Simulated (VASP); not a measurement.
Write the native input for VASP 6.6.1 that does the following.

```
Task                   : relaxation of cell and atoms
Functional             : PBE
Potentials or basis    : VASP PAW PBE potentials, release 64 (Be, Cl)
Cutoff                 : 600 eV
k mesh                 : 3 × 3 × 3
Occupations            : gaussian, width 0.1 eV
Spin                   : no spin polarisation
Dipole correction      : no
Further INCAR settings : ALGO = Normal; EDIFF = 1e-06; IBRION = 2; EDIFFG = -0.04; NSW = 90; ISIF = 3
```

The structure of Be2Cl3 lies in POSCAR:

```
Be2Cl3
1.0
    3.1067892359      1.7937056016      5.6548229577
   -3.1067892359      1.7937056016      5.6548229577
    0.0000000000     -3.5874112034      5.6548229577
Be Cl
4 6
Direct
    0.8521800000      0.8521800000      0.8521800000
    0.6478200000      0.6478200000      0.6478200000
    0.1478200000      0.1478200000      0.1478200000
    0.3521800000      0.3521800000      0.3521800000
    0.0562500000      0.4437500000      0.7500000000
    0.7500000000      0.0562500000      0.4437500000
    0.4437500000      0.7500000000      0.0562500000
    0.9437500000      0.5562500000      0.2500000000
    0.2500000000      0.9437500000      0.5562500000
    0.5562500000      0.2500000000      0.9437500000
```

The input as run:

INCAR

```
PREC = Accurate
ENCUT = 600
EDIFF = 1E-6
ISMEAR = 0
SIGMA = 0.1
LREAL = False
LASPH = True
NELM = 80
ALGO = Normal
ISIF = 3
LWAVE = False
LCHARG = False
GGA = PE
IBRION = 2
NSW = 90
EDIFFG = -0.04
```

KPOINTS

```
Automatic mesh
0
Gamma
  3 3 3
```

Potentials or basis: VASP PAW PBE potentials, release 64 (Be, Cl).

Command:

```sh
$ cat potpaw_PBE.64/Be/POTCAR potpaw_PBE.64/Cl/POTCAR > POTCAR
$ mpirun -np 1 vasp_std > vasp.out
```

Results of the run:

```
Relaxed volume                        : 26.02 Å³/atom
Relaxed cell                          : a = 9.144 Å, b = 9.144 Å, c = 9.144 Å, α = 38.00°, β = 38.00°, γ = 38.00°
Space group after relaxing (to 0.1 Å) : R-3c (No. 167)
Energy gained by relaxing             : 355.3 meV/atom
Ionic steps                           : 30
Pressure after relaxing               : 0.0 GPa
Largest force after relaxing          : 0.018 eV/Å
Band gap on the k mesh                : zero (bands 25 and 26 overlap by 0.37 eV)
```

Caveat: the k points lie up to 0.41 Å⁻¹ apart in the final cell; the volume moved by over 15 % at a fixed basis, so the end points are rough.

Run time: 39 min on 1 thread of Intel Xeon 8259CL (shared host), peak memory 0.43 GiB.
